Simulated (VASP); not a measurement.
Runs of VASP 6.6.1 on Cd. The structure is that of space group P6_3/mmc (No. 194), or close to it. The cells are those of the table. 

| level | spin | U | cell | k mesh | smearing | gap on the mesh (eV) | pressure (GPa) | largest force (eV/Å) |
| --- | --- | --- | --- | --- | --- | --- | --- | --- |
| RPBE | off | - | a = 2.979, b = 2.979, c = 5.618 Å, angles 90.0, 90.0, 120.0°, 2 atoms | 6 × 6 × 4 | gaussian 0.1 eV | none | (a) | - |
| PBE | off | - | a = 2.979, b = 2.979, c = 5.618 Å, angles 90.0, 90.0, 120.0°, 2 atoms | 5 × 5 × 2 | gaussian 0.1 eV | none | (b) | - |
| PBE | off | - | a = 2.986, b = 2.986, c = 5.592 Å, angles 90.0, 90.0, 120.0°, 2 atoms | 6 × 6 × 4 | gaussian 0.1 eV | none | 4.2 | - |
| PBEsol+U | off | Cd d U = 6.0 eV | a = 2.979, b = 2.979, c = 5.618 Å, angles 90.0, 90.0, 120.0°, 2 atoms | 4 × 4 × 2 | gaussian 0.73 eV | none | -1.9 | - |
| PBE | off | - | a = 2.979, b = 2.979, c = 5.618 Å, angles 90.0, 90.0, 120.0°, 2 atoms | 2 × 5 × 2 | gaussian 0.1 eV | none | 2.9 | 0.08 |
| PBE | off | - | a = 2.923, b = 2.923, c = 5.513 Å, angles 90.0, 90.0, 120.0°, 2 atoms | 3 × 3 × 2 | gaussian 0.1 eV | none | 11.9 | - |
| PBE | off | - | a = 2.979, b = 2.979, c = 5.618 Å, angles 90.0, 90.0, 120.0°, 2 atoms | 6 × 6 × 2 | gaussian 0.1 eV | none | 4.4 | - |
| PBE | off | - | a = 2.979, b = 2.979, c = 5.618 Å, angles 90.0, 90.0, 120.0°, 2 atoms | 3 × 3 × 1 | gaussian 0.1 eV | none | 15.7 | - |
| PBE | off | - | a = 2.979, b = 2.979, c = 5.618 Å, angles 90.0, 90.0, 120.0°, 2 atoms | 6 × 6 × 4 | tetrahedron | none | 4.3 | - |
| PBE+D3(BJ) | collinear, zero start | - | a = 2.979, b = 2.979, c = 5.618 Å, angles 90.0, 90.0, 120.0°, 2 atoms | 3 × 6 × 1 | fermi-dirac 0.1 eV | none | 7.1 | 0.04 |

Alike in all rows: task single point; potentials or basis VASP PAW PBE potentials, release 64 (Cd); cutoff (eV) 500.

Task: Estimate the missing entries.

Result: (a) 6.9; (b) 3.6.

Caveats: all runs use coarse meshes; the PAW data sets were made with another functional, which shifts forces and pressure a little (at least some runs); so wide a smearing shifts energies and pressures (at least some runs); U without spin polarisation on a metal has little footing (at least some runs); the U is typed as a test and isn't derived for this compound (at least some runs).

A k mesh can miss the band edges, and the runs leave out spin-orbit coupling on Cd.

A gap of «none» marks levels without a gap at the run's occupations.
